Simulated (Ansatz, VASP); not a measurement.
## TaN: VASP beside Ansatz

```
Ta N
1.0
     2.93800    0.00000    0.00000
    -1.46900    2.54438    0.00000
     0.00000    0.00000    2.88300
Ta N
1 1
Cartesian
  0.0000 0.0000 1.4415
  1.4690 0.8481 0.0000
```

Alike in both runs: task single point; functional PBEsol; k mesh 10 × 10 × 9; occupations methfessel-paxton of order 1, width 0.2 eV; no spin polarisation.

```csv
,VASP,Ansatz
version,VASP 6.6.1,Ansatz 0.2.0
potentials or method,"VASP PAW PBE potentials, release 64 (Ta_pv, N), cutoff 520 eV","plane waves, PAW"
valence electrons in the cell,16,18
```

```tsv
	VASP	Ansatz	Ansatz less VASP
pressure (GPa)	-4.1	-4.9	-0.79
traceless stress, the component that is largest in VASP (GPa)	-0.10	-0.23	-0.129
```

VASP's potentials were made for PBE, not for PBEsol. The functional is the same, so the differences come from potentials, cutoffs and numerics. VASP's potentials hold 16 valence electrons a cell and Ansatz's 18, so a difference there can come from the potentials and not from the codes.

Neither program's run includes spin-orbit coupling.
